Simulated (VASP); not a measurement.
# Pd (Im-3m) in VASP: further runs

The runs below take Pd through single point, with PBE.

Everything below comes from runs of VASP 6.6.1. Logs are shortened: lines on timing, memory, paths and dates and some standing lists are left out, and cuts for length are marked.

## (1) The cell of the first run

It takes space group Im-3m (No. 229, cubic). The conventional cell has a = 3.180 Å, b = 3.180 Å, c = 3.180 Å, α = 90.00°, β = 90.00°, γ = 90.00°. Within 3.6 Å of Pd (site symmetry m-3m) lie 14 Pd at 2.75 to 3.18 Å.

This isn't the form of Pd at room conditions, which is fcc.

## (2) Single point, PBE, collinear spin (16.08 Å³/atom)

Input file INCAR:

```
ALGO = Normal
EDIFF = 1E-6
ENCUT = 520
GGA = PE
ISIF = 2
ISMEAR = -1
ISPIN = 2
LASPH = T
LCHARG = F
LMAXMIX = 4
LORBIT = 11
LREAL = F
LWAVE = F
MAGMOM = 0.5
NBANDS = 15
NELM = 150
PREC = Accurate
SIGMA = 0.05
```

Input file KPOINTS:

```
k-points
0
Gamma
  23 23 23
```

Input file POSCAR:

```
Pd
1.0
   -1.5900310752      1.5900310752      1.5900310752
    1.5900310752     -1.5900310752      1.5900310752
    1.5900310752      1.5900310752     -1.5900310752
Pd
1
Direct
    0.0000000000      0.0000000000      0.0000000000
```

Potentials or basis: VASP PAW PBE potentials, release 64 (Pd).

The run is started by

```console
> cat potpaw_PBE.64/Pd/POTCAR > POTCAR
> mpirun -np 1 vasp_std > vasp.out
```

OUTCAR:

```text
EDIFF = 1E-6
   ENCUT = 520
   GGA = PE
   ISIF = 2
   ISMEAR = -1
   ISPIN = 2
   LASPH = T
   LORBIT = 11
   LREAL = F
   NELM = 150
   PREC = Accurate

 ion  position               nearest neighbor table
   1  0.000  0.000  0.000-

  LATTYP: Found a body centered cubic cell.
 ALAT       =     3.1800621504

  Lattice vectors:

 A1 = (  -1.5900310752,   1.5900310752,   1.5900310752)
 A2 = (   1.5900310752,  -1.5900310752,   1.5900310752)
 A3 = (   1.5900310752,   1.5900310752,  -1.5900310752)

Analysis of symmetry for initial positions (statically):
=====================================================================
 Subroutine PRICEL returns:
 Original cell was already a primitive cell.

 Routine SETGRP: Setting up the symmetry group for a
 body centered cubic supercell.

 Subroutine GETGRP returns: Found 48 space group operations
 (whereof 48 operations were pure point group operations)
 out of a pool of 48 trial point group operations.

The static configuration has the point symmetry O_h .

Analysis of symmetry for dynamics (positions and initial velocities):
=====================================================================
 Subroutine PRICEL returns:
 Original cell was already a primitive cell.

 Routine SETGRP: Setting up the symmetry group for a
 body centered cubic supercell.

 Subroutine GETGRP returns: Found 48 space group operations
 (whereof 48 operations were pure point group operations)
 out of a pool of 48 trial point group operations.

The dynamic configuration has the point symmetry O_h .

Analysis of structural, dynamic, and magnetic symmetry:
=====================================================================
 Subroutine PRICEL returns:
 Original cell was already a primitive cell.

 Routine SETGRP: Setting up the symmetry group for a
 body centered cubic supercell.

 Subroutine GETGRP returns: Found 48 space group operations
 (whereof 48 operations were pure point group operations)
 out of a pool of 48 trial point group operations.

The overall configuration has the point symmetry O_h .

 Subroutine INISYM returns: Found 48 space group operations
 (whereof 48 operations are pure point group operations),
 and found     1 'primitive' translations

----------------------------------------------------------------------------------------

                                     Primitive cell

  volume of cell :      16.0797

  direct lattice vectors                    reciprocal lattice vectors
    -1.590031075  1.590031075  1.590031075     0.000000000  0.314459263  0.314459263
     1.590031075 -1.590031075  1.590031075     0.314459263  0.000000000  0.314459263
     1.590031075  1.590031075 -1.590031075     0.314459263  0.314459263  0.000000000

  length of vectors
     2.754014608  2.754014608  2.754014608     0.444712554  0.444712554  0.444712554

  position of ions in fractional coordinates (direct lattice)
     0.000000000  0.000000000  0.000000000

  ion indices of the primitive-cell ions
   primitive index   ion index
                 1           1

----------------------------------------------------------------------------------------

 KPOINTS: k-points

Automatic generation of k-mesh.
 Grid dimensions read from file:
 generate k-points for:   23   23   23

 Generating k-lattice:

  Cartesian coordinates                     Fractional coordinates (reciprocal lattice)
     0.000000000  0.013672142  0.013672142     0.043478261  0.000000000  0.000000000
     0.013672142  0.000000000  0.013672142     0.000000000  0.043478261  0.000000000
     0.013672142  0.013672142  0.000000000     0.000000000  0.000000000  0.043478261

  Length of vectors
     0.019335328  0.019335328  0.019335328

  Shift w.r.t. Gamma in fractional coordinates (k-lattice)
     0.000000000  0.000000000  0.000000000

 Subroutine IBZKPT returns following result:
 ===========================================

 Found    364 irreducible k-points:

 Following reciprocal coordinates:
            Coordinates               Weight
  0.000000  0.000000  0.000000      1.000000
  0.043478  0.000000  0.000000     12.000000
  0.086957  0.000000  0.000000     12.000000
  0.130435  0.000000  0.000000     12.000000
  0.173913  0.000000  0.000000     12.000000
  0.217391  0.000000  0.000000     12.000000
[... 16 lines left out ...]
  0.478261  0.043478  0.000000     24.000000
  0.086957  0.086957  0.000000     24.000000
 [... further k-points ...]
   k-points           NKPTS =    364   k-points in BZ     NKDIM =    364   number of bands    NBANDS=     15
   number of dos      NEDOS =    301   number of ions     NIONS =      1
   total plane-waves  NPLWV =   8000
   dimension x,y,z NGX =    20 NGY =   20 NGZ =   20
   dimension x,y,z NGXF=    40 NGYF=   40 NGZF=   40
   ions per type =               1
   NGX,Y,Z   is equivalent  to a cutoff of  12.07, 12.07, 12.07 a.u.
   NGXF,Y,Z  is equivalent  to a cutoff of  24.15, 24.15, 24.15 a.u.
 SYSTEM =  unknown system
   PREC   = accura    normal or accurate (medium, high low for compatibility)
   ISTART =      0    job   : 0-new  1-cont  2-samecut
   ICHARG =      2    charge: 1-file 2-atom 10-const
   ISPIN  =      2    spin polarized calculation?
   LNONCOLLINEAR =      F non collinear calculations
   LSORBIT =      F    spin-orbit coupling
   LASPH  =      T    aspherical Exc in radial PAW
   ENCUT  =  520.0 eV  38.22 Ry    6.18 a.u.   5.12  5.12  5.12*2*pi/ulx,y,z
   NELM   =    150;   NELMIN=  2; NELMDL= -5     # of ELM steps
   EDIFF  = 0.1E-05   stopping-criterion for ELM
   LREAL  =      F    real-space projection
   EDIFFG = 0.1E-04   stopping-criterion for IOM
   NSW    =      0    number of steps for IOM
   IBRION =     -1    ionic relax: 0-MD 1-quasi-New 2-CG
   NFREE  =      0    steps in history (QN), initial steepest desc. (CG)
   ISIF   =      2    stress and relaxation
   ISYM   =      2    0-nonsym 1-usesym 2-fastsym
   POTIM  = 0.5000    time-step for ionic-motion
   TEBEG  =    0.0;   TEEND  =   0.0 temperature during run
   PSTRESS=    0.0 pullay stress
   NELECT =      10.0000    total number of electrons
   NUPDOWN=      -1.0000    fix difference up-down
   EMIN   =  10.00;   EMAX   =-10.00  energy-range for DOS
   EFERMI =   0.00;   METHOD = LEGACY
   ISMEAR =    -1;   SIGMA  =   0.05  broadening in eV -4-tet -1-fermi 0-gaus
   EFERMI_NEDOS =   21; number of points for ismear=-14 and -15
   IALGO  =     38    algorithm
   IMIX   =      4    mixing-type and parameters
     AMIX     =   0.40;   BMIX     =  1.00
     AMIX_MAG =   1.60;   BMIX_MAG =  1.00
  volume/ion in A,a.u.               =      16.08       108.51
  Fermi-wavevector in a.u.,A,eV,Ry     =   1.397384  2.640674 26.567867  1.952683
  Thomas-Fermi vector in A             =   2.520646
   LORBIT       =     11    0 simple, 1 ext, 2 COOP (PROOUT), +10 PAW based schemes
   GGA     = PE    functional components
   LHFCALC =     F    Hartree Fock is set to
   AEXX    =    0.0000 exact exchange contribution
   IVDW    =     0    specifies the selected vdW correction
   LEPSILON=     F    determine dielectric tensor
   LRPA    =     F    only Hartree local field effects (RPA)
 spin polarized calculation
  energy-cutoff  :      520.00
  volume of cell :       16.08
 maximum number of plane-waves:       451
   NGX = 11   NGY = 11   NGZ = 11

 number of electron      10.0000000 magnetization       0.5000000

 number of electron       9.9999997 magnetization      -0.0042485

 number of electron       9.9999997 magnetization       0.0002322

 Free energy of the ion-electron system (eV)
  ---------------------------------------------------
  ext. energy  EPLUGINS =         0.00000000
  ---------------------------------------------------
  free energy    TOTEN  =        -5.16604847 eV

  energy without entropy =       -5.15454590  energy(sigma->0) =       -5.16029719

 E-fermi :   8.3881     XC(G=0): -12.6476

 val. band max:        8.3861799685   @ k =   0.3913   0.0000   0.0000
 cond. band min:       8.3892191813   @ k =  -0.4783   0.4783   0.4348
 fundamental gap:      0.0030392128
 Fermi energy:         8.3881284213

 spin component 1

 k-point     1 :       0.0000    0.0000    0.0000
  band No.  band energies     occupation
      1       1.9112      1.00000
      2       5.8091      1.00000
      3       5.8091      1.00000
      4       5.8091      1.00000
      5       7.5594      1.00000
      6       7.5594      1.00000
      7      27.5775      0.00000
      8      27.5775      0.00000
      9      27.5775      0.00000
     10      35.1643      0.00000
     11      35.2475      0.00000
     12      35.2475      0.00000
     13      36.1978      0.00000
     14      36.1978      0.00000
     15      36.1978      0.00000
[... 397 lines left out ...]
 k-point    24 :       0.0870    0.0870    0.0000
  band No.  band energies     occupation
      1       2.6811      1.00000
      2       5.6331      1.00000
      3       5.7147      1.00000
      4       6.3853      1.00000
      5       7.3180      1.00000
      6       7.6024      1.00000
      7      26.5363      0.00000
      8      27.1875      0.00000
      9      28.2517      0.00000
     10      31.4539      0.00000
     11      32.4049      0.00000
     12      34.1586      0.00000
     13      35.2032      0.00000
     14      37.3917      0.00000
     15      39.1638      0.00000

 [... further k-points ...]

 spin component 2

 k-point     1 :       0.0000    0.0000    0.0000
  band No.  band energies     occupation
      1       1.9111      1.00000
      2       5.8094      1.00000
      3       5.8094      1.00000
      4       5.8094      1.00000
      5       7.5595      1.00000
      6       7.5595      1.00000
      7      27.5775      0.00000
      8      27.5775      0.00000
      9      27.5775      0.00000
     10      35.1646      0.00000
     11      35.2474      0.00000
     12      35.2474      0.00000
     13      36.1978      0.00000
     14      36.1978      0.00000
     15      36.1978      0.00000
[... 397 lines left out ...]
 k-point    24 :       0.0870    0.0870    0.0000
  band No.  band energies     occupation
      1       2.6811      1.00000
      2       5.6334      1.00000
      3       5.7150      1.00000
      4       6.3856      1.00000
      5       7.3181      1.00000
      6       7.6025      1.00000
      7      26.5363      0.00000
      8      27.1875      0.00000
      9      28.2517      0.00000
     10      31.4540      0.00000
     11      32.4049      0.00000
     12      34.1586      0.00000
     13      35.2036      0.00000
     14      37.3917      0.00000
     15      39.1639      0.00000

 [... further k-points ...]

------------------------ aborting loop because EDIFF is reached ----------------------------------------

  FORCE on cell =-STRESS in cart. coord.  units (eV):
  Direction    XX          YY          ZZ          XY          YZ          ZX
  --------------------------------------------------------------------------------------
  -------------------------------------------------------------------------------------
  Total       -0.6188671     -0.6188671     -0.6188671     -0.0000000      0.0000000     -0.0000000
  in kB      -61.6639204    -61.6639204    -61.6639204     -0.0000000      0.0000000     -0.0000000
  external PRESSURE =     -61.6639204 kB  Pullay stress =       0.0000000 kB

 VOLUME and BASIS-vectors are now :
 -----------------------------------------------------------------------------
  energy-cutoff  :      520.00
  volume of cell :       16.08
      direct lattice vectors                 reciprocal lattice vectors
    -1.590031075  1.590031075  1.590031075     0.000000000  0.314459263  0.314459263
     1.590031075 -1.590031075  1.590031075     0.314459263  0.000000000  0.314459263
     1.590031075  1.590031075 -1.590031075     0.314459263  0.314459263  0.000000000

 POSITION                                       TOTAL-FORCE (eV/Angst)
 -----------------------------------------------------------------------------------
      0.00000      0.00000      0.00000         0.000000      0.000000      0.000000
 -----------------------------------------------------------------------------------
    total drift:                                0.000000      0.000000      0.000000

  FREE ENERGIE OF THE ION-ELECTRON SYSTEM (eV)
  ---------------------------------------------------
  free  energy   TOTEN  =        -5.1660484676 eV

  energy  without entropy=       -5.1545459029  energy(sigma->0) =       -5.16029719

 total charge

# of ion       s       p       d       tot
------------------------------------------
    1        0.446   0.386   8.455   9.287

 magnetization (x)

# of ion       s       p       d       tot
------------------------------------------
    1       -0.000  -0.000   0.000   0.000
```

Run time: 62 s. Hardware: 1 thread of Intel Xeon 6975P-C (Granite Rapids), shared host; peak memory 0.23 GiB.

Results:

```
Free energy                                           : -5.1660 eV
Pressure                                              : -6.2 GPa
Band gap on the k mesh                                : zero (filled and empty bands overlap)
Net moment                                            : 0.00 μB per cell
Valence electrons inside the program's atomic spheres : Pd 9.29
```

Levels at points of the mesh, in eV from the Fermi level:
Spin up:
```csv
k point,band 3,band 4,band 5,band 6,band 7,band 8
"(0.00, 0.00, 0.00)",-2.58,-2.58,-0.83,-0.83,19.19,19.19
```
Spin down:
```tsv
k point	band 2	band 3	band 4	band 5	band 6	band 7	band 8	band 9
(0.00, 0.00, 0.00)	-2.58	-2.58	-2.58	-0.83	-0.83	19.19	19.19	19.19
```

Caveat: the cell stands under tension.

## (3) Single point, PBE, collinear spin (16.70 Å³/atom)

This run uses another cell than the first one, of 16.70 Å³/atom.

Input file INCAR:

```
SYSTEM = Pd
PREC = Accurate ; ENCUT = 520
EDIFF = 1E-6 ; ISMEAR = -1
SIGMA = 0.05 ; LREAL = .False.
LASPH = .True. ; NELM = 150
ALGO = Normal ; ISIF = 2
LWAVE = .False. ; LCHARG = .False.
ISPIN = 2 ; MAGMOM = 0.5
LORBIT = 11 ; LMAXMIX = 4
GGA = PE ; NBANDS = 15
```

Input file KPOINTS:

```
regular mesh
0
Gamma
  23 23 23
  0 0 0
```

Input file POSCAR:

```
Pd
1.0
   -1.6101601877      1.6101601877      1.6101601877
    1.6101601877     -1.6101601877      1.6101601877
    1.6101601877      1.6101601877     -1.6101601877
Pd
1
Direct
    0.0000000000      0.0000000000      0.0000000000
```

Potentials or basis: VASP PAW PBE potentials, release 64 (Pd).

The run is started by

```console
> cat potpaw_PBE.64/Pd/POTCAR > POTCAR
> mpirun -np 1 vasp_std > vasp.out
```

Run time: 69 s. Hardware: 1 thread of Intel Xeon 6975P-C (Granite Rapids), shared host; peak memory 0.25 GiB.

It converged, with:

* Free energy: -5.1338 eV
* Pressure: -10.5 GPa
* Band gap on the k mesh: zero (filled and empty bands overlap)
* Net moment: 0.00 μB per cell
* Valence electrons inside the program's atomic spheres: Pd 9.23

Levels at points of the mesh, in eV from the Fermi level:
Spin up:
| k point | band 1 | band 2 | band 3 | band 4 | band 5 | band 6 | band 7 | band 8 | band 9 | band 10 |
| --- | --- | --- | --- | --- | --- | --- | --- | --- | --- | --- |
| (0.00, 0.00, 0.00) | -6.21 | -2.43 | -2.43 | -2.43 | -0.78 | -0.78 | 19.08 | 19.08 | 19.08 | 26.37 |
Spin down:
```
           k point  band 2  band 3  band 4  band 5  band 6  band 7  band 8  band 9
(0.00, 0.00, 0.00)   -2.43   -2.43   -2.43   -0.78   -0.78   19.08   19.08   19.08
```

Caveat: the cell stands under tension.

[end of part 1 of 2]
